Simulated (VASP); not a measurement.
# Ru in VASP: a series of runs, part 2 of 2

VASP 6.6.1.

### Step 3. Single point, PBEsol (atoms displaced along several vibrational modes)

Input file INCAR:

```
SYSTEM = Ru
PREC = Accurate
ENCUT = 520
EDIFF = 1E-6
ISMEAR = 0
SIGMA = 0.15
LREAL = .FALSE.
LASPH = .TRUE.
NELM = 100
ALGO = Fast
ISIF = 2
LWAVE = .FALSE.
LCHARG = .TRUE.
GGA = PS
LELF = .TRUE.
LVHAR = .TRUE.
NBANDS = 21
```

Input file KPOINTS:

```
regular mesh
0
G
  18 18 10
  0 0 0
```

Input file POSCAR:

```
Ru
1.0
    2.6896847532      0.0000000000      0.0000000000
   -1.3448423766      2.3293353245      0.0000000000
    0.0000000000      0.0000000000      4.2523798378
Ru
2
Direct
    0.3633848245      0.7267696491      0.2500000000
    0.6366151755      0.2732303509      0.7500000000
```

Potentials or basis: VASP PAW PBE potentials, release 64 (Ru_pv).

The run is started by

```bash
$ cat potpaw_PBE.64/Ru_pv/POTCAR > POTCAR
$ mpirun -np 1 vasp_std > vasp.out
```

Run time: 2.5 min. Hardware: 1 thread of Intel Xeon Platinum 8488C (Sapphire Rapids), shared host; peak memory 0.33 GiB.

Results (log left out):

* Free energy: -20.0785 eV
* Pressure: 4.2 GPa
* Largest force: 1.836 eV/Å
* Band gap on the k mesh: zero (bands 14 and 15 overlap by 3.06 eV)

Forces in eV/Å, atoms in the order of the input:
```
Ru   0.000 -1.836  0.000
Ru   0.000  1.836  0.000
```

Stress tensor (GPa, compression positive):
```
-2.94  0.00  0.00
 0.00  6.68  0.00
 0.00  0.00  8.91
```

Levels at points of the mesh, in eV from the Fermi level:
| k point | band 10 | band 11 | band 12 | band 13 | band 14 | band 15 | band 16 | band 17 | band 18 | band 19 |
| --- | --- | --- | --- | --- | --- | --- | --- | --- | --- | --- |
| (0.00, 0.00, 0.00) | -2.76 | -2.52 | -2.31 | -2.08 | -1.49 | -0.54 | 0.14 | 1.21 | 1.82 | 10.20 |
| (0.50, 0.00, 0.00) | -3.07 | -1.91 | -1.56 | -1.54 | 1.51 | 1.61 | 1.69 | 3.68 | 6.53 | 10.49 |
| (0.00, 0.50, 0.00) | -3.39 | -2.99 | -2.65 | -1.65 | 1.25 | 1.80 | 2.06 | 4.97 | 5.23 | 12.67 |
| (0.00, 0.00, 0.50) | -3.04 | -3.02 | -3.02 | -2.56 | -2.56 | 0.21 | 0.21 | 0.75 | 0.75 | 10.24 |
| (0.50, 0.00, 0.50) | -4.94 | -1.15 | -1.15 | 0.23 | 0.23 | 1.72 | 1.72 | 3.95 | 3.95 | 10.08 |
| (0.00, 0.50, 0.50) | -4.81 | -1.07 | -1.07 | 1.48 | 1.48 | 1.65 | 1.65 | 2.46 | 2.46 | 10.23 |

Caveat: the cell differs from its parent crystal (atoms displaced along several vibrational modes); the stress differs along the axes, from -3 to 9 GPa; the PAW data sets were made with another functional, which shifts forces and pressure a little.

### Step 4. Single point, PBEsol (atoms displaced along several vibrational modes)

Input file INCAR:

```
  ALGO = Fast
  EDIFF = 1E-6
  ENCUT = 520
  GGA = PS
  ISIF = 2
  ISMEAR = 0
  LASPH = True
  LCHARG = True
  LELF = True
  LREAL = False
  LVHAR = True
  LWAVE = False
  NBANDS = 21
  NELM = 80
  PREC = Accurate
  SIGMA = 0.15
```

Input file KPOINTS:

```
k-points
0
Gamma
  18 18 10
```

Input file POSCAR:

```
Ru
1.0
    2.6896847532      0.0000000000      0.0000000000
   -1.3448423766      2.3293353245      0.0000000000
    0.0000000000      0.0000000000      4.2523798378
Ru
2
Direct
    0.3533605057      0.7067210114      0.2500000000
    0.6466394943      0.2932789886      0.7500000000
```

The run is started by

```bash
$ cat potpaw_PBE.64/Ru_pv/POTCAR > POTCAR
$ mpirun -np 1 vasp_std > vasp.out
```

Run time: 2.3 min. Hardware: 1 thread of Intel Xeon Platinum 8488C (Sapphire Rapids), shared host; peak memory 0.33 GiB.

It converged, with:

```yaml
Free_energy: -20.2250 eV
Pressure: 1.8 GPa
Largest_force: 1.295 eV/Å
Band_gap_on_the_k_mesh: zero (bands 14 and 15 overlap by 2.99 eV)
```

Forces in eV/Å, atoms in the order of the input:
```
Ru   0.000 -1.295  0.000
Ru   0.000  1.295  0.000
```

Stress tensor (GPa, compression positive):
```
-2.47  0.00  0.00
 0.00  4.05  0.00
 0.00  0.00  3.94
```

Levels at points of the mesh, in eV from the Fermi level:
```tsv
k point	band 11	band 12	band 13	band 14	band 15	band 16	band 17	band 18
(0.00, 0.00, 0.00)	-2.57	-2.19	-1.93	-1.62	-0.84	0.52	1.24	1.74
(0.50, 0.00, 0.00)	-1.74	-1.70	-1.64	1.57	1.78	1.81	3.84	6.47
(0.00, 0.50, 0.00)	-2.96	-2.37	-1.63	1.32	1.86	2.04	4.73	5.59
(0.00, 0.00, 0.50)	-2.92	-2.92	-2.65	-2.65	0.31	0.31	0.73	0.73
(0.50, 0.00, 0.50)	-1.10	-1.10	0.21	0.21	1.74	1.74	3.78	3.78
(0.00, 0.50, 0.50)	-1.05	-1.05	1.14	1.14	1.69	1.69	2.78	2.78
```

Caveat: the cell differs from its parent crystal (atoms displaced along several vibrational modes); the stress differs along the axes, from -2 to 4 GPa; the PAW data sets were made with another functional, which shifts forces and pressure a little.

### Step 5. Single point, PBEsol (atoms displaced along several vibrational modes)

Input file INCAR:

```
SYSTEM = Ru
ALGO = Fast
EDIFF = 1E-7
ENCUT = 520
GGA = PS
ISIF = 2
ISMEAR = 0
LASPH = .TRUE.
LCHARG = .FALSE.
LREAL = .FALSE.
LWAVE = .FALSE.
NBANDS = 21
NELM = 60
PREC = Accurate
SIGMA = 0.15
```

Input file KPOINTS:

```
k-points
0
G
  18 18 10
  0 0 0
```

Input file POSCAR:

```
Ru
1.0
    2.6896847532      0.0000000000      0.0000000000
   -1.3448423766      2.3293353245      0.0000000000
    0.0000000000      0.0000000000      4.2523798378
Ru
2
Direct
    0.3133061610      0.6266123220      0.2500000000
    0.6866938390      0.3733876780      0.7500000000
```

The run is started by

```bash
$ cat potpaw_PBE.64/Ru_pv/POTCAR > POTCAR
$ mpirun -np 1 vasp_std > vasp.out
```

It took 4 min on 1 thread of Intel Xeon Platinum 8488C (Sapphire Rapids), shared host; peak memory 0.33 GiB.

It converged, with:

* Free energy: -20.2159 eV
* Pressure: 1.6 GPa
* Largest force: 1.444 eV/Å
* Band gap on the k mesh: zero (bands 14 and 15 overlap by 3.23 eV)

Forces on the atoms (eV/Å):
```
Ru   0.000  1.444  0.000
Ru   0.000 -1.444  0.000
```

Stress tensor (GPa, compression positive):
```
 4.27  0.00  0.00
 0.00 -3.19  0.00
 0.00  0.00  3.86
```

Levels at points of the mesh, in eV from the Fermi level:
| k point | band 10 | band 11 | band 12 | band 13 | band 14 | band 15 | band 16 | band 17 | band 18 | band 19 |
| --- | --- | --- | --- | --- | --- | --- | --- | --- | --- | --- |
| (0.00, 0.00, 0.00) | -2.84 | -2.50 | -2.01 | -1.86 | -1.80 | -0.79 | 0.49 | 1.24 | 1.84 | 10.21 |
| (0.50, 0.00, 0.00) | -2.96 | -2.57 | -2.14 | -1.76 | 1.40 | 1.66 | 1.95 | 4.43 | 5.90 | 11.62 |
| (0.00, 0.50, 0.00) | -3.36 | -1.49 | -1.39 | -1.32 | 1.65 | 1.69 | 2.16 | 3.53 | 6.72 | 10.31 |
| (0.00, 0.00, 0.50) | -2.95 | -2.81 | -2.81 | -2.75 | -2.75 | 0.29 | 0.29 | 0.67 | 0.67 | 10.25 |
| (0.50, 0.00, 0.50) | -4.82 | -0.97 | -0.97 | 0.82 | 0.82 | 1.70 | 1.70 | 3.10 | 3.10 | 10.23 |
| (0.00, 0.50, 0.50) | -4.69 | -1.19 | -1.19 | -0.25 | -0.25 | 1.74 | 1.74 | 4.11 | 4.11 | 9.99 |

Caveat: the cell differs from its parent crystal (atoms displaced along several vibrational modes); the stress differs along the axes, from -3 to 4 GPa; the PAW data sets were made with another functional, which shifts forces and pressure a little.

### Step 6. Single point, PBEsol (atoms displaced along several vibrational modes)

Input file INCAR:

```
ALGO = Fast
EDIFF = 1E-6
ENCUT = 520
GGA = PS
ISIF = 2
ISMEAR = 0
LASPH = True
LCHARG = True
LELF = True
LREAL = False
LVHAR = True
LWAVE = False
NBANDS = 21
NELM = 60
PREC = Accurate
SIGMA = 0.15
```

Input file KPOINTS:

```
k-points
0
Gamma
  18 18 10
```

Input file POSCAR:

```
Ru
1.0
    2.6896847532      0.0000000000      0.0000000000
   -1.3448423766      2.3293353245      0.0000000000
    0.0000000000      0.0000000000      4.2523798378
Ru
2
Direct
    0.2512311325      0.6065636843      0.2500000000
    0.7487688675      0.3934363157      0.7500000000
```

Potentials or basis: VASP PAW PBE potentials, release 64 (Ru_pv).

The run is started by

```bash
$ cat potpaw_PBE.64/Ru_pv/POTCAR > POTCAR
$ mpirun -np 1 vasp_std > vasp.out
```

It took 11 min on 1 thread of AMD EPYC 7R13, shared host; peak memory 0.5 GiB.

It converged, with:

* Free energy: -19.8216 eV
* Pressure: 8.2 GPa
* Largest force: 2.418 eV/Å
* Band gap on the k mesh: zero (bands 14 and 15 overlap by 3.05 eV)

Forces in eV/Å, atoms in the order of the input:
```
Ru   1.563  1.846  0.000
Ru  -1.563 -1.846  0.000
```

Stress tensor (GPa, compression positive):
```
 9.03  5.07  0.00
 5.07 -2.06  0.00
 0.00  0.00 17.61
```

Levels at points of the mesh, in eV from the Fermi level:
```
           k point  band 10  band 11  band 12  band 13  band 14  band 15  band 16  band 17  band 18  band 19
(0.00, 0.00, 0.00)    -2.78    -2.38    -2.33    -2.20    -1.43    -0.32    -0.12     1.19     1.85    10.22
(0.50, 0.00, 0.00)    -3.86    -2.97    -2.94    -1.69     1.23     1.67     2.05     4.86     5.19    12.52
(0.00, 0.50, 0.00)    -3.16    -2.02    -1.18    -0.93     1.41     1.54     1.74     3.29     6.82     9.92
(0.50, 0.50, 0.00)    -2.71    -2.41    -1.73    -1.67     0.74     1.60     1.67     3.79     6.36    10.25
(0.00, 0.00, 0.50)    -3.17    -3.02    -3.02    -2.46    -2.46     0.18     0.18     0.69     0.69    10.26
(0.50, 0.00, 0.50)    -4.92    -1.04    -1.04     1.62     1.62     1.83     1.83     2.24     2.24    10.25
(0.00, 0.50, 0.50)    -5.03    -1.48    -1.48     0.13     0.13     1.71     1.71     4.46     4.46     9.54
(0.50, 0.50, 0.50)    -5.21    -1.01    -1.01     0.64     0.64     1.69     1.69     3.86     3.86    10.13
```

Caveat: the cell differs from its parent crystal (atoms displaced along several vibrational modes); the stress differs along the axes, from -2 to 18 GPa; the PAW data sets were made with another functional, which shifts forces and pressure a little.

### Step 7. Overview

```csv
cell,further INCAR settings,gap on the mesh (eV),pressure (GPa),largest force (eV/Å)
"as given, atomic positions A",ALGO = Fast; EDIFF = 1e-06; NBANDS = 21,none,3.6,2.16
"as given, atomic positions B",ALGO = Fast; EDIFF = 1e-06; NBANDS = 21,none,4.2,1.84
"as given, atomic positions C",ALGO = Fast; EDIFF = 1e-06; NBANDS = 21,none,1.8,1.29
"as given, atomic positions D",ALGO = Fast; EDIFF = 1e-07; NBANDS = 21,none,1.6,1.44
"as given, atomic positions E",ALGO = Fast; EDIFF = 1e-06; NBANDS = 21,none,8.2,2.42
```

Alike in all rows: task single point; level PBEsol; potentials or basis VASP PAW PBE potentials, release 64 (Ru_pv); no spin polarisation; k mesh 18 × 18 × 10; cutoff (eV) 520; smearing gaussian 0.15 eV.

Caveats: the PAW data sets were made with another functional, which shifts forces and pressure a little; the stress differs along the axes, from -5 to 9 GPa (at least some runs); the stress differs along the axes, from -3 to 9 GPa (at least some runs); the stress differs along the axes, from -2 to 4 GPa (at least some runs); the stress differs along the axes, from -3 to 4 GPa (at least some runs); the stress differs along the axes, from -2 to 18 GPa (at least some runs).

Absolute energies hang on the potentials; compare differences alone.
